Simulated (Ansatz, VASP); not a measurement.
**One calculation of NiO, two programs**

```
Ni O
1.0
     0.00000    2.10516    2.10516
     2.10516    0.00000    2.10516
     2.10516    2.10516    0.00000
Ni O
1 1
Direct
  0.00000 0.00000 0.00000
  0.50000 0.50000 0.50000
```

Change from the starting cell: volume scaled by 1.02, crystal datasets.

Alike in both runs: task electric field gradients; functional PBE; k mesh 17 × 17 × 17; occupations fermi-dirac, width 0.03 eV; collinear spin.

|  | VASP | Ansatz |
| --- | --- | --- |
| version | VASP 6.6.1 | Ansatz 0.2.0 |
| potentials or method | VASP PAW PBE potentials, release 64 (Ni, O), cutoff 520 eV | all-electron PAW with datasets made for the crystal, scalar-relativistic |

Ansatz gave:

- pressure (GPa): 1.2
- net moment per atom (μB): 0.92
- size of the moment on the site where the two differ most (μB): 1.48

Estimate VASP's values.

pressure (GPa): 0.3; net moment per atom (μB): 0.88; size of the moment on the site where the two differ most (μB): 1.45.

Site moments also hang on the region over which each program counts them. Ansatz ran all-electron here, and VASP with PAW potentials.
